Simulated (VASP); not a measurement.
# TiO2 (I4/m) in VASP: further runs

The runs below take TiO2 through single point, with RPBE+D3(BJ), PBE.

Program: VASP 6.6.1. These are calculated values, not measurements. Logs are shortened: lines on timing, memory, paths and dates and some standing lists are left out, and cuts for length are marked.

## Step 1: The cell of the first run

It takes space group I4/m (No. 87, tetragonal). The conventional cell has a = 8.500 Å, b = 8.500 Å, c = 3.784 Å, α = 90.00°, β = 90.00°, γ = 90.00°. Ti (site symmetry m) has 6 O at 1.79 to 2.17 Å within 2.4 Å. O (site symmetry m) has 4 Ti at 1.94 to 2.17 Å and 5 O at 2.58 to 2.63 Å within 2.7 Å. O (site symmetry m) has 2 Ti at 1.79 to 1.80 Å within 2.4 Å.

## Step 2: Single point, RPBE+D3(BJ)

Input file INCAR:

```
SYSTEM = TiO2
PREC = Accurate ; ENCUT = 520
EDIFF = 1E-6 ; ISMEAR = -1
SIGMA = 0.05 ; LREAL = .False.
LASPH = .True. ; NELM = 100
ALGO = Normal ; ISIF = 2
LWAVE = .False. ; LCHARG = .False.
GGA = RP ; IVDW = 12
NBANDS = 60
```

Input file KPOINTS:

```
Automatic mesh
0
Gamma
  8 8 8
  0 0 0
```

Input file POSCAR:

```
TiO2
1.0
   -4.2502225669      4.2502225669      1.8920936096
    4.2502225669     -4.2502225669      1.8920936096
    4.2502225669      4.2502225669     -1.8920936096
Ti O
4 8
Direct
    0.2974598981      0.9965152495      0.2939751477
    0.0034847505      0.2974598981      0.3009446486
    0.9965152495      0.7025401019      0.6990553514
    0.7025401019      0.0034847505      0.7060248523
    0.5002641309      0.8482576926      0.3485218235
    0.1650723224      0.1625187254      0.3275910478
    0.1517423074      0.5002641309      0.6520064383
    0.1625187254      0.8349276776      0.9974464030
    0.8374812746      0.1650723224      0.0025535970
    0.8482576926      0.4997358691      0.3479935617
    0.8349276776      0.8374812746      0.6724089522
    0.4997358691      0.1517423074      0.6514781765
```

Potentials or basis: VASP PAW PBE potentials, release 64 (Ti_sv, O).

Launch:

```console
$ cat potpaw_PBE.64/Ti_sv/POTCAR potpaw_PBE.64/O/POTCAR > POTCAR
$ mpirun -np 1 vasp_std > vasp.out
```

OUTCAR:

```text
SYSTEM = TiO2
   PREC = Accurate
   ENCUT = 520
   EDIFF = 1E-6
   ISMEAR = -1
   LREAL = .False.
   LASPH = .True.
   NELM = 100
   ISIF = 2
   GGA = RP
   IVDW = 12
 IVDW          = 12

 ion  position               nearest neighbor table
   1  0.297  0.997  0.294-   8 1.79   6 1.80  10 1.94  10 1.94   5 2.14  12 2.17
   2  0.003  0.297  0.301-   6 1.79   9 1.80   5 1.94   5 1.94   7 2.14  10 2.17
   3  0.997  0.703  0.699-  11 1.79   8 1.80  12 1.94  12 1.94  10 2.14   7 2.17
   4  0.703  0.003  0.706-   9 1.79  11 1.80   7 1.94   7 1.94  12 2.14   5 2.17
   5  0.500  0.848  0.349-   2 1.94   2 1.94   1 2.14   4 2.17
   6  0.165  0.163  0.328-   2 1.79   1 1.80
   7  0.152  0.500  0.652-   4 1.94   4 1.94   2 2.14   3 2.17
   8  0.163  0.835  0.997-   1 1.79   3 1.80
   9  0.837  0.165  0.003-   4 1.79   2 1.80
  10  0.848  0.500  0.348-   1 1.94   1 1.94   3 2.14   2 2.17
  11  0.835  0.837  0.672-   3 1.79   4 1.80
  12  0.500  0.152  0.651-   3 1.94   3 1.94   4 2.14   1 2.17

  LATTYP: Found a body centered tetragonal cell.
 ALAT       =     8.5004451338
 C/A-ratio  =     0.4451751831

  Lattice vectors:

 A1 = (  -4.2502225669,   4.2502225669,   1.8920936096)
 A2 = (   4.2502225669,  -4.2502225669,   1.8920936096)
 A3 = (   4.2502225669,   4.2502225669,  -1.8920936096)

Analysis of symmetry for initial positions (statically):
=====================================================================
 Subroutine PRICEL returns:
 Original cell was already a primitive cell.

 Routine SETGRP: Setting up the symmetry group for a
 body centered tetragonal supercell.

 Subroutine GETGRP returns: Found  8 space group operations
 (whereof  8 operations were pure point group operations)
 out of a pool of 16 trial point group operations.

The static configuration has the point symmetry C_4h.

Analysis of symmetry for dynamics (positions and initial velocities):
=====================================================================
 Subroutine PRICEL returns:
 Original cell was already a primitive cell.

 Routine SETGRP: Setting up the symmetry group for a
 body centered tetragonal supercell.

 Subroutine GETGRP returns: Found  8 space group operations
 (whereof  8 operations were pure point group operations)
 out of a pool of 16 trial point group operations.

The dynamic configuration has the point symmetry C_4h.

 Subroutine INISYM returns: Found  8 space group operations
 (whereof  8 operations are pure point group operations),
 and found     1 'primitive' translations

----------------------------------------------------------------------------------------

                                     Primitive cell

  volume of cell :     136.7181

  direct lattice vectors                    reciprocal lattice vectors
    -4.250222567  4.250222567  1.892093610     0.000000000  0.117640898  0.264257539
     4.250222567 -4.250222567  1.892093610     0.117640898  0.000000000  0.264257539
     4.250222567  4.250222567 -1.892093610     0.117640898  0.117640898  0.000000000

  length of vectors
     6.301492043  6.301492043  6.301492043     0.289260138  0.289260138  0.166369354

  position of ions in fractional coordinates (direct lattice)
     0.297459898  0.996515250  0.293975148
     0.003484751  0.297459898  0.300944649
     0.996515250  0.702540102  0.699055351
     0.702540102  0.003484751  0.706024852
     0.500264131  0.848257693  0.348521824
     0.165072322  0.162518725  0.327591048
     0.151742307  0.500264131  0.652006438
     0.162518725  0.834927678  0.997446403
     0.837481275  0.165072322  0.002553597
     0.848257693  0.499735869  0.347993562
     0.834927678  0.837481275  0.672408952
     0.499735869  0.151742307  0.651478176

  ion indices of the primitive-cell ions
   primitive index   ion index
                 1           1
                 2           2
                 3           3
                 4           4
                 5           5
                 6           6
                 7           7
                 8           8
                 9           9
                10          10
                11          11
                12          12

----------------------------------------------------------------------------------------

 KPOINTS: Automatic mesh

Automatic generation of k-mesh.
 Grid dimensions read from file:
 generate k-points for:    8    8    8

 Generating k-lattice:

  Cartesian coordinates                     Fractional coordinates (reciprocal lattice)
     0.000000000  0.014705112  0.033032192     0.125000000  0.000000000  0.000000000
     0.014705112  0.000000000  0.033032192     0.000000000  0.125000000  0.000000000
     0.014705112  0.014705112  0.000000000     0.000000000  0.000000000  0.125000000

  Length of vectors
     0.036157517  0.036157517  0.020796169

  Shift w.r.t. Gamma in fractional coordinates (k-lattice)
     0.000000000  0.000000000  0.000000000

 Subroutine IBZKPT returns following result:
 ===========================================

 Found     78 irreducible k-points:

 Following reciprocal coordinates:
            Coordinates               Weight
  0.000000  0.000000  0.000000      1.000000
  0.125000 -0.000000  0.000000      8.000000
  0.250000 -0.000000  0.000000      8.000000
  0.375000  0.000000  0.000000      8.000000
  0.500000 -0.000000  0.000000      4.000000
  0.125000  0.125000  0.000000      8.000000
[... 16 lines left out ...]
 -0.375000  0.250000 -0.000000      8.000000
 -0.250000  0.375000  0.000000      8.000000
 [... further k-points ...]
   k-points           NKPTS =     78   k-points in BZ     NKDIM =     78   number of bands    NBANDS=     60
   number of dos      NEDOS =    301   number of ions     NIONS =     12
   total plane-waves  NPLWV = 110592
   dimension x,y,z NGX =    48 NGY =   48 NGZ =   48
   dimension x,y,z NGXF=    96 NGYF=   96 NGZF=   96
   ions per type =               4   8
   NGX,Y,Z   is equivalent  to a cutoff of  12.66, 12.66, 12.66 a.u.
   NGXF,Y,Z  is equivalent  to a cutoff of  25.33, 25.33, 25.33 a.u.
 SYSTEM =  TiO2
   PREC   = accura    normal or accurate (medium, high low for compatibility)
   ISTART =      0    job   : 0-new  1-cont  2-samecut
   ICHARG =      2    charge: 1-file 2-atom 10-const
   ISPIN  =      1    spin polarized calculation?
   LNONCOLLINEAR =      F non collinear calculations
   LSORBIT =      F    spin-orbit coupling
   LASPH  =      T    aspherical Exc in radial PAW
   ENCUT  =  520.0 eV  38.22 Ry    6.18 a.u.  11.72 11.72 11.72*2*pi/ulx,y,z
   NELM   =    100;   NELMIN=  2; NELMDL= -5     # of ELM steps
   EDIFF  = 0.1E-05   stopping-criterion for ELM
   LREAL  =      F    real-space projection
   EDIFFG = 0.1E-04   stopping-criterion for IOM
   NSW    =      0    number of steps for IOM
   IBRION =     -1    ionic relax: 0-MD 1-quasi-New 2-CG
   NFREE  =      0    steps in history (QN), initial steepest desc. (CG)
   ISIF   =      2    stress and relaxation
   ISYM   =      2    0-nonsym 1-usesym 2-fastsym
   POTIM  = 0.5000    time-step for ionic-motion
   TEBEG  =    0.0;   TEEND  =   0.0 temperature during run
   PSTRESS=    0.0 pullay stress
   NELECT =      96.0000    total number of electrons
   NUPDOWN=      -1.0000    fix difference up-down
   EMIN   =  10.00;   EMAX   =-10.00  energy-range for DOS
   EFERMI =   0.00;   METHOD = LEGACY
   ISMEAR =    -1;   SIGMA  =   0.05  broadening in eV -4-tet -1-fermi 0-gaus
   EFERMI_NEDOS =   21; number of points for ismear=-14 and -15
   IALGO  =     38    algorithm
   IMIX   =      4    mixing-type and parameters
     AMIX     =   0.40;   BMIX     =  1.00
     AMIX_MAG =   1.60;   BMIX_MAG =  1.00
  volume/ion in A,a.u.               =      11.39        76.88
  Fermi-wavevector in a.u.,A,eV,Ry     =   1.455090  2.749722 28.807446  2.117288
  Thomas-Fermi vector in A             =   2.572165
   LORBIT       =      0    0 simple, 1 ext, 2 COOP (PROOUT), +10 PAW based schemes
   GGA     = RP    functional components
   LHFCALC =     F    Hartree Fock is set to
   AEXX    =    0.0000 exact exchange contribution
   IVDW    =    12    specifies the selected vdW correction
   LEPSILON=     F    determine dielectric tensor
   LRPA    =     F    only Hartree local field effects (RPA)
 non-spin polarized calculation
  energy-cutoff  :      520.00
  volume of cell :      136.72
 maximum number of plane-waves:      3704
   NGX = 23   NGY = 23   NGZ = 23

 number of electron      96.0000002 magnetization

 Free energy of the ion-electron system (eV)
  ---------------------------------------------------
  ext. energy  EPLUGINS =         0.00000000
  ---------------------------------------------------
  free energy    TOTEN  =      -101.93736499 eV

  energy without entropy =     -101.93736497  energy(sigma->0) =     -101.93736498

 E-fermi :   4.4596     XC(G=0): -10.3374

 val. band max:        3.7492483237   @ k =   0.5000   0.5000   0.5000
 cond. band min:       5.1340461426   @ k =   0.0000   0.0000   0.0000
 fundamental gap:      1.3847978189
 Fermi energy:         4.4596472068

 k-point     1 :       0.0000    0.0000    0.0000
  band No.  band energies     occupation
      1     -52.8272      2.00000
      2     -52.7984      2.00000
      3     -52.7984      2.00000
      4     -52.7759      2.00000
      5     -29.2144      2.00000
      6     -29.1987      2.00000
[... 52 lines left out ...]
     59       8.3510      0.00000
     60       8.3692      0.00000

 k-point     2 :       0.1250   -0.0000    0.0000
  band No.  band energies     occupation
      1     -52.8249      2.00000
      2     -52.7981      2.00000
      3     -52.7981      2.00000
      4     -52.7775      2.00000
      5     -29.2146      2.00000
      6     -29.1908      2.00000
[... 1383 lines left out ...]
      4     -52.7791      2.00000
      5     -29.2044      2.00000
      6     -29.1743      2.00000
[... 52 lines left out ...]
     59       8.2169      0.00000
     60       8.3935      0.00000

 [... further k-points ...]

------------------------ aborting loop because EDIFF is reached ----------------------------------------

 Edisp (eV)  -11.69147

 E8    (eV) :    -7.0473

  FORCE on cell =-STRESS in cart. coord.  units (eV):
  Direction    XX          YY          ZZ          XY          YZ          ZX
  --------------------------------------------------------------------------------------
  -------------------------------------------------------------------------------------
  Total       0.47764     0.47764     0.35402     0.00000     0.00000     0.00000
  in kB       5.59734     5.59734     4.14875     0.00000     0.00000     0.00000
  external pressure =        5.11 kB  Pullay stress =        0.00 kB

 VOLUME and BASIS-vectors are now :
 -----------------------------------------------------------------------------
  energy-cutoff  :      520.00
  volume of cell :      136.72
      direct lattice vectors                 reciprocal lattice vectors
    -4.250222567  4.250222567  1.892093610     0.000000000  0.117640898  0.264257539
     4.250222567 -4.250222567  1.892093610     0.117640898  0.000000000  0.264257539
     4.250222567  4.250222567 -1.892093610     0.117640898  0.117640898  0.000000000

 POSITION                                       TOTAL-FORCE (eV/Angst)
 -----------------------------------------------------------------------------------
      4.22060     -1.72168      1.89209         0.002226      0.037582     -0.000000
      2.52854      0.02962      0.00000         0.037582     -0.002226     -0.000000
      1.72168      4.22060      1.89209        -0.037582      0.002226      0.000000
      0.02962      5.97190      0.00000        -0.002226     -0.037582      0.000000
      2.96035      0.00225      1.89209        -0.004935      0.001223      0.000000
      1.38148      1.40319      0.00000         0.000732      0.005044     -0.000000
      4.25247      1.28988      0.00000         0.001223      0.004935      0.000000
      7.09726      1.38148      0.00000        -0.005044      0.000732     -0.000000
     -2.84703      2.86874      1.89209         0.005044     -0.000732      0.000000
     -0.00225      2.96035      1.89209        -0.001223     -0.004935     -0.000000
      2.86874      2.84703      1.89209        -0.000732     -0.005044      0.000000
      1.28988      4.24798      0.00000         0.004935     -0.001223     -0.000000
 -----------------------------------------------------------------------------------
    total drift:                               -0.000000     -0.000000      0.000000

  FREE ENERGIE OF THE ION-ELECTRON SYSTEM (eV)
  ---------------------------------------------------
  free  energy   TOTEN  =      -113.6288398673 eV

  energy  without entropy=     -113.6288398481  energy(sigma->0) =     -113.62883986
```

It took 17 min on 1 thread of Intel Xeon Platinum 8259CL at 2.50GHz (Skylake/Cascade Lake), shared host; peak memory 0.63 GiB.

What came out:

| Item | Value |
| --- | --- |
| Free energy | -113.6288 eV |
| Pressure | 0.5 GPa |
| Largest force | 0.038 eV/Å |
| Band gap on the k mesh | 1.38 eV (least direct gap 2.15 eV) |
| Dispersion energy per atom | -0.974 eV |

Forces on the atoms (eV/Å):
```
Ti   0.002  0.038  0.000
Ti   0.038 -0.002  0.000
Ti  -0.038  0.002  0.000
Ti  -0.002 -0.038  0.000
O   -0.005  0.001  0.000
O    0.001  0.005  0.000
O    0.001  0.005  0.000
O   -0.005  0.001  0.000
O    0.005 -0.001  0.000
O   -0.001 -0.005  0.000
O   -0.001 -0.005  0.000
O    0.005 -0.001  0.000
```

Stress tensor (GPa, compression positive):
```
0.56 0.00 0.00
0.00 0.56 0.00
0.00 0.00 0.41
```

Caveat: the PAW data sets were made with another functional, which shifts forces and pressure a little.

## Step 3: Single point, PBE

This run uses another cell than the first one, of 11.91 Å³/atom.

Input file INCAR:

```
SYSTEM = TiO2
  PREC = Accurate
  ENCUT = 520
  EDIFF = 1E-7
  ISMEAR = -1
  SIGMA = 0.05
  LREAL = .FALSE.
  LASPH = .TRUE.
  NELM = 100
  ALGO = Normal
  ISIF = 2
  LWAVE = .FALSE.
  LCHARG = .FALSE.
  GGA = PE
  NBANDS = 60
```

Input file KPOINTS:

```
regular mesh
0
G
  6 6 6
  0 0 0
```

Input file POSCAR:

```
TiO2
1.0
   -4.3507577183      4.3507577183      1.8875555959
    4.3507577183     -4.3507577183      1.8875555959
    4.3507577183      4.3507577183     -1.8875555959
Ti O
4 8
Direct
    0.2922817050      0.9971447550      0.2894264600
    0.0028552450      0.2922817050      0.2951369500
    0.9971447550      0.7077182950      0.7048630500
    0.7077182950      0.0028552450      0.7105735400
    0.4988638250      0.8492152850      0.3480791100
    0.1616620200      0.1596026000      0.3212646200
    0.1507847150      0.4988638250      0.6496485400
    0.1596026000      0.8383379800      0.9979405800
    0.8403974000      0.1616620200      0.0020594200
    0.8492152850      0.5011361750      0.3503514600
    0.8383379800      0.8403974000      0.6787353800
    0.5011361750      0.1507847150      0.6519208900
```

Potentials or basis: VASP PAW PBE potentials, release 64 (Ti_sv, O).

Launch:

```console
$ cat potpaw_PBE.64/Ti_sv/POTCAR potpaw_PBE.64/O/POTCAR > POTCAR
$ mpirun -np 1 vasp_std > vasp.out
```

Wall time 21 min (1 thread of Intel Xeon 8259CL, shared host); peak memory 0.45 GiB.

Results (log left out):

- Free energy: -107.2911 eV
- Pressure: 3.8 GPa
- Largest force: 0.111 eV/Å
- Band gap on the k mesh: 1.62 eV (least direct gap 2.31 eV)

Forces in eV/Å, atoms in the order of the input:
```
Ti  -0.021 -0.109  0.000
Ti  -0.109  0.021  0.000
Ti   0.109 -0.021  0.000
Ti   0.021  0.109  0.000
O   -0.086  0.012  0.000
O    0.010 -0.044  0.000
O    0.012  0.086  0.000
O    0.044  0.010  0.000
O   -0.044 -0.010  0.000
O   -0.012 -0.086  0.000
O   -0.010  0.044  0.000
O    0.086 -0.012  0.000
```

Stress tensor (GPa, compression positive):
```
3.74 0.00 0.00
0.00 3.74 0.00
0.00 0.00 3.93
```

Levels at points of the mesh, in eV from the valence-band top:
| k point | band 46 | band 47 | band 48 | band 49 | band 50 | band 51 |
| --- | --- | --- | --- | --- | --- | --- |
| (0.00, 0.00, 0.00) | -0.93 | -0.92 | -0.69 | 1.62 | 3.03 | 3.03 |
| (0.50, 0.00, 0.00) | -0.72 | -0.68 | -0.36 | 2.83 | 3.18 | 3.25 |
| (0.50, 0.50, 0.00) | -0.94 | -0.92 | -0.66 | 2.29 | 2.53 | 2.74 |
| (0.50, 0.50, 0.50) | -1.14 | -1.14 | 0.00 | 2.86 | 2.86 | 2.92 |

Caveat: the cell stands under pressure.
